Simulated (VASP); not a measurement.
Runs of VASP 6.6.1 on PbI2. Symmetry: P-3m1, No. 164, trigonal system. The conventional cell has a = 4.566 Å, b = 4.566 Å, c = 7.041 Å, α = 90.00°, β = 90.00°, γ = 120.00°. Pb (site symmetry -3m) has 6 I at 3.24 Å within 4.3 Å. I (site symmetry 3m) has 3 Pb at 3.24 Å and 3 I at 4.21 Å within 4.3 Å. 

```tsv
level	potentials or basis	k mesh	cutoff (eV)	gap on the mesh (eV)	pressure (GPa)	largest force (eV/Å)
PBE	VASP PAW PBE potentials, release 64 (Pb_d, I)	6 × 6 × 2	500	2.23	(a)	0.04
PBE	VASP PAW PBE potentials, release 64 (Pb_d, I)	6 × 6 × 4	500	2.23	1.2	0.05
r2SCAN	VASP PAW PBE potentials, release 64 (Pb_d, I)	6 × 6 × 2	550	2.62	0.7	0.01
LDA	VASP PAW LDA potentials, release 64 (Pb_d, I)	6 × 6 × 2	500	(c)	(b)	0.18
```

Alike in all rows: task single point; no spin polarisation; cell as given; smearing gaussian 0.01 eV.

Problem. Estimate the missing entries.

Solution. (a) 1.3; (b) -1.5; (c) 2.04.

Caveats: some runs use coarse meshes; spin-orbit coupling is left out, which moves the levels of the heavy elements; this functional lacks dispersion, which binds the layers, so the pressure and a relaxed spacing across them are unreliable (some runs); the PAW data sets were made with another functional, which shifts forces and pressure a little (some runs).

A k mesh can miss the band edges, and the runs leave out spin-orbit coupling on I, Pb.
